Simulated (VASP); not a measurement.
A run of VASP 6.6.1 is set up as follows.

The input INCAR:

```
SYSTEM = SnSe
PREC = Accurate ; ENCUT = 600
EDIFF = 1E-6 ; ISMEAR = -1
SIGMA = 0.05 ; LREAL = .FALSE.
LASPH = .TRUE. ; NELM = 80
ALGO = Normal ; ISIF = 3
LWAVE = .FALSE. ; LCHARG = .FALSE.
GGA = PE ; IBRION = 2
NSW = 32 ; EDIFFG = -0.005
PSTRESS = 41.0
```

Contents of KPOINTS:

```
Automatic mesh
0
G
  11 11 11
  0 0 0
```

File POSCAR:

```
SnSe
1.0
    0.0000000000      3.2646889441      3.2646889441
    3.2646889441      0.0000000000      3.2646889441
    3.2646889441      3.2646889441      0.0000000000
Sn Se
1 1
Direct
    0.0000000000      0.0000000000      0.0000000000
    0.2500000000      0.2500000000      0.2500000000
```

Potentials or basis: VASP PAW PBE potentials, release 64 (Sn_d, Se).

Command:

```bash
$ cat potpaw_PBE.64/Sn_d/POTCAR potpaw_PBE.64/Se/POTCAR > POTCAR
$ mpirun -np 1 vasp_std > vasp.out
```

Q: Predict the band gap on the k mesh.

A: Zero (bands 10 and 11 overlap by 0.22 eV).

Final structure:
```
CELL_PARAMETERS angstrom
0.00000 3.26469 3.26469
3.26469 0.00000 3.26469
3.26469 3.26469 0.00000
ATOMIC_POSITIONS crystal
Sn 0.00000 0.00000 0.00000
Se 0.25000 0.25000 0.25000
```

Caveat: the relaxation stopped at its first step, so nothing moved; the cell is relaxed towards a set pressure, so the run minimises the enthalpy, not the energy; semilocal functionals underestimate gaps, so a narrow gap can read as zero; spin-orbit coupling is left out, which moves the levels of the heavy elements.
